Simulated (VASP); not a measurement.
Write the native input for VASP 6.6.1 that does the following.

```yaml
Task: relaxation of the atoms
Functional: r2SCAN
Dispersion: D3(BJ)
Potentials_or_basis: VASP PAW PBE potentials, release 64 (O, C, H)
Cutoff: 520 eV
k_mesh: 1 × 1 × 1
Occupations: fermi-dirac, width 0.05 eV
Spin: no spin polarisation
Dipole_correction: no
Further_INCAR_settings: LREAL = Auto; ALGO = Normal; EDIFF = 1e-06; IBRION = 2; EDIFFG = -0.3; NSW = 35
```

System: H2CO.

```xyz
16
Lattice="7.7060 0.0000 0.0000 0.0000 7.7060 0.0000 0.0000 0.0000 7.7060" Properties=species:S:1:pos:R:3 pbc="T T T"
O     4.1122    5.4439    2.8608
O     1.9387    3.5572    7.1656
O     2.0151    0.6006    5.8480
O     0.4544    5.2814    0.6821
C     4.8694    5.1534    2.0450
C     2.7936    4.1519    6.6770
C     2.5353    0.4399    4.8346
C     1.3772    5.9353    0.4721
H     5.9537    3.1857    7.5397
H     5.4497    3.0170    7.0288
H     5.5862    5.7943    7.0673
H     5.3302    5.1256    7.2427
H     0.2503    0.1706    1.2374
H     0.7401    0.2963    0.7010
H     7.0310    0.2674    3.4310
H     7.1931    0.2879    2.7122
```

These files were run (other wordings do the same):

POSCAR

```
H2CO
1.0
    7.7059940000      0.0000000000      0.0000000000
    0.0000000000      7.7059940000      0.0000000000
    0.0000000000      0.0000000000      7.7059940000
O C H
4 4 8
Direct
    0.5336302000      0.7064452000      0.3712398000
    0.2515877000      0.4616090000      0.9298780000
    0.2615029000      0.0779456000      0.7588859000
    0.0589699000      0.6853564000      0.0885156000
    0.6318949000      0.6687479000      0.2653763000
    0.3625184000      0.5387925000      0.8664653000
    0.3290076000      0.0570809000      0.6273873000
    0.1787152000      0.7702230000      0.0612613000
    0.7726028000      0.4134026000      0.9784251000
    0.7072085000      0.3915116000      0.9121267000
    0.7249122000      0.7519201000      0.9171169000
    0.6916996000      0.6651449000      0.9398783000
    0.0324795000      0.0221331000      0.1605732000
    0.0960439000      0.0384524000      0.0909719000
    0.9124109000      0.0347045000      0.4452441000
    0.9334471000      0.0373564000      0.3519621000
```

INCAR.step1

```
PREC = Accurate ; ENCUT = 520
ISMEAR = -1 ; SIGMA = 0.05
LREAL = Auto ; LASPH = True
NELM = 60 ; GGA = PE
ALGO = Normal ; EDIFF = 1E-4
LWAVE = True ; LCHARG = False
```

INCAR.step2

```
PREC = Accurate ; ENCUT = 520
EDIFF = 1E-6 ; ISMEAR = -1
SIGMA = 0.05 ; LREAL = Auto
LASPH = True ; NELM = 60
ALGO = Normal ; ISIF = 2
LWAVE = False ; LCHARG = False
METAGGA = R2SCAN ; LMIXTAU = True
IVDW = 12 ; VDW_S6 = 1.0
VDW_S8 = 0.78981345 ; VDW_A1 = 0.49484001
VDW_A2 = 5.73083694 ; IBRION = 2
NSW = 35 ; EDIFFG = -0.3
ISTART = 1
```

KPOINTS

```
Automatic mesh
0
Gamma
  1 1 1
```

Potentials or basis: VASP PAW PBE potentials, release 64 (O, C, H).

Command:

```bash
$ cat potpaw_PBE.64/O/POTCAR potpaw_PBE.64/C/POTCAR potpaw_PBE.64/H/POTCAR > POTCAR
$ cp INCAR.step1 INCAR
$ mpirun -np 1 vasp_gam > vasp.out
$ cp INCAR.step2 INCAR
$ mpirun -np 1 vasp_gam > vasp.out
```

Results of the run:

```
Pressure after relaxing      : 0.2 GPa
Largest force after relaxing : 0.278 eV/Å
Dispersion energy per atom   : -0.012 eV
```

Caveat: the k points lie up to 0.82 Å⁻¹ apart, too coarse for converged energies, forces and pressures; the PAW data sets were made with another functional, which shifts forces and pressure a little; the relaxation stopped at a loose force limit of 0.3 eV/Å, so its end isn't a converged minimum.

Run time: 24 min on 1 thread of Intel(R) Xeon(R) 6975P-C (Granite Rapids), with other jobs on the host, peak memory 0.6 GiB.
